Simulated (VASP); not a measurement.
Here is a VASP 6.6.1 calculation.

File INCAR:

```
PREC = Accurate ; ENCUT = 520
EDIFF = 1E-6 ; ISMEAR = 0
SIGMA = 0.02 ; LREAL = False
LASPH = True ; NELM = 100
ALGO = Normal ; ISIF = 2
LWAVE = False ; LCHARG = False
LDIPOL = True ; IDIPOL = 3
DIPOL = 0.5 0.5 0.500 ; NBANDS = 22
```

The input KPOINTS:

```
regular mesh
0
Gamma
  9 9 1
```

File POSCAR:

```
Bi
1.0
    3.9450000000      0.0000000000      0.0000000000
   -1.9725000000      3.4164702179      0.0000000000
    0.0000000000      0.0000000000     28.0000000000
Bi
2
Direct
    0.3333333333      0.6666666667      0.5000000000
    0.6666666667      0.3333333333      0.5000000000
```

Potentials or basis: VASP PAW LDA potentials, release 64 (Bi_d).

Launch:

```sh
$ cat potpaw_LDA.64/Bi_d/POTCAR > POTCAR
$ mpirun -np 1 vasp_std > vasp.out
```

Question: What does it give for the band gap on the k mesh?

Answer: Zero (bands 15 and 16 overlap by 0.96 eV).

Caveat: spin-orbit coupling is left out, which moves the levels of the heavy elements.
